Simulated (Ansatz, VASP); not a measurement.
# One calculation of TePb, two programs

File INCAR:

```
  ALGO = Normal
  EDIFF = 1E-6
  ENCUT = 500
  GGA = PE
  GGA_COMPAT = False
  ISIF = 2
  ISMEAR = 0
  LASPH = True
  LCHARG = False
  LREAL = False
  LWAVE = False
  NBANDS = 17
  NELM = 120
  PREC = Accurate
  SIGMA = 0.05
```

The input KPOINTS:

```
k-points
0
Gamma
  8 8 8
```

POSCAR

```
TePb
1.0
    0.0000000000      3.3076750000      3.3883500000
    3.3076750000      0.0000000000      3.3883500000
    3.3076750000      3.3076750000      0.0000000000
Te Pb
1 1
Direct
    0.5000000000      0.5000000000      0.5000000000
    0.0000000000      0.0000000000      0.0000000000
```

Input for Ansatz:

```yaml
crystal:
  lattice:
    - [0.0, 3.307675, 3.38835]
    - [3.307675, 0.0, 3.38835]
    - [3.307675, 3.307675, 0.0]
  atoms:
    - { symbol: Te, position: [0.5, 0.5, 0.5] }
    - { symbol: Pb, position: [0.0, 0.0, 0.0] }
basis:
  ecutwfc: 420
kpoints:
  mp_grid: { grid: [8, 8, 8] }
hamiltonian:
  xc: pbe
scf:
  occupations: { method: gaussian, width: 0.05 }
output:
  forces: true
  stress: true
  eigenvalues: true
```

Change from the starting cell: strain +0.025 along x and y, +0.050 along z, atoms carried along.

Alike in both runs: task single point; functional PBE; k mesh 8 × 8 × 8; occupations gaussian, width 0.05 eV; no spin polarisation.

|  | VASP | Ansatz |
| --- | --- | --- |
| version | VASP 6.6.1 | Ansatz 0.2.0 |
| potentials or method | VASP PAW PBE potentials, release 64 (Te, Pb_d), cutoff 500 eV | scalar-relativistic, plane waves, PAW |
| valence electrons in the cell | 20 | 30 |

|  | VASP | Ansatz | Ansatz less VASP |
| --- | --- | --- | --- |
| gap on the k mesh at the Fermi level (eV) | 0.88 | 0.88 | -0.004 |
| least direct gap on the mesh (eV) | 0.88 | 0.88 | -0.004 |
| pressure (GPa) | -1.6 | -1.5 | +0.05 |
| traceless stress, the component that is largest in VASP (GPa) | -1.21 | -1.21 | 0.000 |

VASP's potentials hold 20 valence electrons a cell and Ansatz's 30, so a difference there can come from the potentials and not from the codes.

Neither program's run includes spin-orbit coupling.
